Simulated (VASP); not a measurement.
# Rh (Fm-3m) in VASP: notebook

The runs below take Rh through single point, with PBEsol, PBE0.

Everything below comes from runs of VASP 6.6.1. Logs are shortened: lines on timing, memory, paths and dates and some standing lists are left out, and cuts for length are marked.

## Step 1: The cell of the first run

Symmetry: Fm-3m, No. 225, cubic system. Conventional cell: a = 3.796 Å, b = 3.796 Å, c = 3.796 Å, α = 90.00°, β = 90.00°, γ = 90.00°. Rh (site symmetry m-3m) has 12 Rh at 2.68 Å within 3.5 Å.

## Step 2: Single point, PBEsol

Input file INCAR:

```
SYSTEM = Rh
ALGO = Normal ; EDIFF = 1E-6
ENCUT = 520 ; GGA = PS
ISIF = 2 ; ISMEAR = 1
LASPH = .TRUE. ; LCHARG = .FALSE.
LREAL = .FALSE. ; LWAVE = .FALSE.
NBANDS = 14 ; NELM = 60
PREC = Accurate ; SIGMA = 0.05
```

Input file KPOINTS:

```
k-points
0
G
  10 10 10
  0 0 0
```

Input file POSCAR:

```
Rh
1.0
    0.0000000000      1.8978500000      1.8978500000
    1.8978500000      0.0000000000      1.8978500000
    1.8978500000      1.8978500000      0.0000000000
Rh
1
Direct
    0.0000000000      0.0000000000      0.0000000000
```

Potentials or basis: VASP PAW PBE potentials, release 64 (Rh_pv).

Run with:

```bash
cat potpaw_PBE.64/Rh_pv/POTCAR > POTCAR
mpirun -np 1 vasp_std > vasp.out
```

OUTCAR:

```text
SYSTEM = Rh
   EDIFF = 1E-6
   ENCUT = 520
   GGA = PS
   ISIF = 2
   ISMEAR = 1
   LASPH = .TRUE.
   LREAL = .FALSE.
   NELM = 60
   PREC = Accurate

 ion  position               nearest neighbor table
   1  0.000  0.000  0.000-

  LATTYP: Found a face centered cubic cell.
 ALAT       =     3.7957000000

  Lattice vectors:

 A1 = (   0.0000000000,   1.8978500000,   1.8978500000)
 A2 = (   1.8978500000,   0.0000000000,   1.8978500000)
 A3 = (   1.8978500000,   1.8978500000,   0.0000000000)

Analysis of symmetry for initial positions (statically):
=====================================================================
 Subroutine PRICEL returns:
 Original cell was already a primitive cell.

 Routine SETGRP: Setting up the symmetry group for a
 face centered cubic supercell.

 Subroutine GETGRP returns: Found 48 space group operations
 (whereof 48 operations were pure point group operations)
 out of a pool of 48 trial point group operations.

The static configuration has the point symmetry O_h .

Analysis of symmetry for dynamics (positions and initial velocities):
=====================================================================
 Subroutine PRICEL returns:
 Original cell was already a primitive cell.

 Routine SETGRP: Setting up the symmetry group for a
 face centered cubic supercell.

 Subroutine GETGRP returns: Found 48 space group operations
 (whereof 48 operations were pure point group operations)
 out of a pool of 48 trial point group operations.

The dynamic configuration has the point symmetry O_h .

 Subroutine INISYM returns: Found 48 space group operations
 (whereof 48 operations are pure point group operations),
 and found     1 'primitive' translations

----------------------------------------------------------------------------------------

                                     Primitive cell

  volume of cell :      13.6715

  direct lattice vectors                    reciprocal lattice vectors
     0.000000000  1.897850000  1.897850000    -0.263456016  0.263456016  0.263456016
     1.897850000  0.000000000  1.897850000     0.263456016 -0.263456016  0.263456016
     1.897850000  1.897850000  0.000000000     0.263456016  0.263456016 -0.263456016

  length of vectors
[... 83 lines left out ...]
   NSW    =      0    number of steps for IOM
   IBRION =     -1    ionic relax: 0-MD 1-quasi-New 2-CG
   NFREE  =      0    steps in history (QN), initial steepest desc. (CG)
   ISIF   =      2    stress and relaxation
   ISYM   =      2    0-nonsym 1-usesym 2-fastsym
   POTIM  = 0.5000    time-step for ionic-motion
   TEBEG  =    0.0;   TEEND  =   0.0 temperature during run
   PSTRESS=    0.0 pullay stress
   NELECT =      15.0000    total number of electrons
   NUPDOWN=      -1.0000    fix difference up-down
   EMIN   =  10.00;   EMAX   =-10.00  energy-range for DOS
   EFERMI =   0.00;   METHOD = LEGACY
   ISMEAR =     1;   SIGMA  =   0.05  broadening in eV -4-tet -1-fermi 0-gaus
   EFERMI_NEDOS =   21; number of points for ismear=-14 and -15
   IALGO  =     38    algorithm
   IMIX   =      4    mixing-type and parameters
     AMIX     =   0.40;   BMIX     =  1.00
     AMIX_MAG =   1.60;   BMIX_MAG =  1.00
  volume/ion in A,a.u.               =      13.67        92.26
  Fermi-wavevector in a.u.,A,eV,Ry     =   1.688496  3.190795 38.790465  2.851019
  Thomas-Fermi vector in A             =   2.770792
   LORBIT       =      0    0 simple, 1 ext, 2 COOP (PROOUT), +10 PAW based schemes
   GGA     = PS    functional components
   LHFCALC =     F    Hartree Fock is set to
   AEXX    =    0.0000 exact exchange contribution
   IVDW    =     0    specifies the selected vdW correction
   LEPSILON=     F    determine dielectric tensor
   LRPA    =     F    only Hartree local field effects (RPA)
 non-spin polarized calculation
 Methfessel and Paxton  Order N= 1 SIGMA  =   0.05
  energy-cutoff  :      520.00
  volume of cell :       13.67
 maximum number of plane-waves:       377
   NGX =  9   NGY =  9   NGZ =  9

 number of electron      15.0000007 magnetization

 Free energy of the ion-electron system (eV)
  ---------------------------------------------------
  ext. energy  EPLUGINS =         0.00000000
  ---------------------------------------------------
  free energy    TOTEN  =        -8.14430760 eV

  energy without entropy =       -8.14431759  energy(sigma->0) =       -8.14431093

 E-fermi :  11.8935     XC(G=0): -14.2550

 val. band max:       11.8923990799   @ k =   0.5000   0.4000   0.1000
 cond. band min:      11.8978357505   @ k =  -0.4000   0.5000   0.1000
 fundamental gap:      0.0054366705
 Fermi energy:        11.8934648386

 k-point     1 :       0.0000    0.0000    0.0000
  band No.  band energies     occupation
      1     -34.4908      2.00000
      2     -34.4908      2.00000
      3     -34.4908      2.00000
      4       3.7626      2.00000
      5       8.7322      2.00000
      6       8.7322      2.00000
      7       8.7322      2.00000
      8      10.8649      2.00000
      9      10.8649      2.00000
     10      27.7882      0.00000
     11      32.1973      0.00000
     12      33.2720      0.00000
     13      33.2720      0.00000
     14      33.2720      0.00000
[... 377 lines left out ...]
      1     -35.0641      2.00000
      2     -34.7265      2.00000
      3     -34.7028      2.00000
      4       6.1770      2.00000
      5       6.5090      2.00000
      6      10.3774      2.00000
      7      11.1703      2.00000
      8      12.3542     -0.00000
      9      13.2321      0.00000
     10      26.1318      0.00000
     11      27.9635      0.00000
     12      28.1128      0.00000
     13      32.1874      0.00000
     14      33.7013      0.00000

 [... further k-points ...]

------------------------ aborting loop because EDIFF is reached ----------------------------------------

  FORCE on cell =-STRESS in cart. coord.  units (eV):
  Direction    XX          YY          ZZ          XY          YZ          ZX
  --------------------------------------------------------------------------------------
  -------------------------------------------------------------------------------------
  Total       -0.3218346     -0.3218346     -0.3218346      0.0000000     -0.0000000     -0.0000000
  in kB      -37.7161829    -37.7161829    -37.7161829      0.0000000     -0.0000000     -0.0000000
  external PRESSURE =     -37.7161829 kB  Pullay stress =       0.0000000 kB

 VOLUME and BASIS-vectors are now :
 -----------------------------------------------------------------------------
  energy-cutoff  :      520.00
  volume of cell :       13.67
      direct lattice vectors                 reciprocal lattice vectors
     0.000000000  1.897850000  1.897850000    -0.263456016  0.263456016  0.263456016
     1.897850000  0.000000000  1.897850000     0.263456016 -0.263456016  0.263456016
     1.897850000  1.897850000  0.000000000     0.263456016  0.263456016 -0.263456016

 POSITION                                       TOTAL-FORCE (eV/Angst)
 -----------------------------------------------------------------------------------
      0.00000      0.00000      0.00000         0.000000      0.000000      0.000000
 -----------------------------------------------------------------------------------
    total drift:                                0.000000     -0.000000      0.000000

  FREE ENERGIE OF THE ION-ELECTRON SYSTEM (eV)
  ---------------------------------------------------
  free  energy   TOTEN  =        -8.1443075970 eV

  energy  without entropy=       -8.1443175866  energy(sigma->0) =       -8.14431093
```

stdout:

```text
POSCAR found type information on POSCAR Rh
 POSCAR found :  1 types and       1 ions
 scaLAPACK will be used
 -----------------------------------------------------------------------------
|                                                                             |
|                                                                             |
|     You enforced a specific xc type in the INCAR file but a different       |
|     I HOPE YOU KNOW WHAT YOU ARE DOING!                                     |
|                                                                             |
 -----------------------------------------------------------------------------

 LDA part: xc-table for (Slater+PW92), standard interpolation
 POSCAR, INCAR and KPOINTS ok, starting setup
 FFT: planning ... GRIDC
 FFT: planning ... GRID_SOFT
 FFT: planning ... GRID
 WAVECAR not read
 entering main loop
```

Run time: 3.3 s. Hardware: 1 thread of Intel Xeon 6975P-C (Granite Rapids), shared host; peak memory 0.13 GiB.

Results:

```yaml
Free_energy: -8.1443 eV
Pressure: -3.8 GPa
Band_gap_on_the_k_mesh: zero (an odd number of electrons rules out a gap without spin polarisation)
```

Caveat: the cell stands under tension; the PAW data sets were made with another functional, which shifts forces and pressure a little.

## Step 3: Single point, PBEsol

Input file INCAR:

```
PREC     = Accurate       # precision mode
ENCUT    = 520            # plane-wave cutoff, eV
EDIFF    = 1E-6           # SCF threshold, eV
ISMEAR   = 1              # smearing method
SIGMA    = 0.05           # smearing width, eV
LREAL    = False          # projectors in reciprocal space
LASPH    = True           # aspherical terms in the spheres
NELM     = 80             # most SCF steps
ALGO     = Normal         # electronic algorithm
ISIF     = 2              # what is computed and relaxed
LWAVE    = False          # write WAVECAR
LCHARG   = False          # write CHGCAR
GGA      = PS             # functional
NBANDS   = 14             # bands
```

Input file KPOINTS:

```
regular mesh
0
Gamma
  10 10 10
```

POSCAR is that of step 2.

Potentials or basis: VASP PAW PBE potentials, release 64 (Rh_pv).

Run with:

```bash
cat potpaw_PBE.64/Rh_pv/POTCAR > POTCAR
mpirun -np 1 vasp_std > vasp.out
```

Run time: 3.3 s. Hardware: 1 thread of Intel Xeon 6975P-C (Granite Rapids), shared host; peak memory 0.13 GiB.

It converged, with:

```yaml
Free_energy: -8.1443 eV
Pressure: -3.8 GPa
Band_gap_on_the_k_mesh: zero (an odd number of electrons rules out a gap without spin polarisation)
```

Levels at points of the mesh, in eV from the Fermi level:
| k point | band 5 | band 6 | band 7 | band 8 | band 9 | band 10 |
| --- | --- | --- | --- | --- | --- | --- |
| (0.00, 0.00, 0.00) | -3.16 | -3.16 | -3.16 | -1.03 | -1.03 | 15.89 |
| (0.50, 0.00, 0.00) | -3.23 | -3.23 | 0.55 | 0.55 | 0.61 | 8.61 |
| (0.50, 0.50, 0.00) | -6.07 | 0.53 | 0.96 | 0.96 | 3.15 | 12.26 |

Caveat: the cell stands under tension; the PAW data sets were made with another functional, which shifts forces and pressure a little.

## Step 4: Single point, PBE0

POSCAR is that of step 3.

Input file INCAR.step1:

```
ALGO = Normal
EDIFF = 1E-5
ENCUT = 520
GGA = PE
ISIF = 2
ISMEAR = 0
LASPH = T
LCHARG = F
LREAL = F
LWAVE = T
NBANDS = 14
NELM = 80
PREC = Accurate
SIGMA = 0.05
```

Input file INCAR.step2:

```
AEXX = 0.25
ALGO = Normal
EDIFF = 1E-7
ENCUT = 520
GGA = PE
ISIF = 2
ISMEAR = 0
ISTART = 1
LASPH = T
LCHARG = F
LHFCALC = T
LREAL = F
LWAVE = F
NBANDS = 14
NELM = 80
PREC = Accurate
PRECFOCK = Normal
SIGMA = 0.05
```

Input file KPOINTS:

```
k-points
0
Gamma
  6 6 6
```

Run with:

```bash
cat potpaw_PBE.64/Rh_pv/POTCAR > POTCAR
cp INCAR.step1 INCAR
mpirun -np 1 vasp_std > vasp.out
cp INCAR.step2 INCAR
mpirun -np 1 vasp_std > vasp.out
```

Wall time 6.6 min (1 thread of Intel Xeon 6975P-C (Granite Rapids), shared host); peak memory 0.14 GiB.

Results (log left out):

```
Free energy            : -9.1629 eV
Pressure               : -2.6 GPa
Band gap on the k mesh : zero (an odd number of electrons rules out a gap without spin polarisation)
```

Levels at points of the mesh, in eV from the Fermi level:
| k point | band 5 | band 6 | band 7 | band 8 | band 9 | band 10 |
| --- | --- | --- | --- | --- | --- | --- |
| (0.00, 0.00, 0.00) | -4.11 | -4.11 | -4.11 | -1.96 | -1.96 | 17.64 |
| (0.50, 0.00, 0.00) | -4.34 | -4.34 | 0.98 | 0.98 | 1.28 | 10.36 |
| (0.50, 0.50, 0.00) | -7.33 | 0.62 | 1.58 | 1.58 | 4.10 | 14.09 |

Caveat: the k points lie up to 0.48 Å⁻¹ apart, too coarse for converged energies and pressures of a metal; the PAW data sets were made with another functional, which shifts forces and pressure a little.

The gap in the log of VASP goes by the Fermi energy; the results here count the filled bands.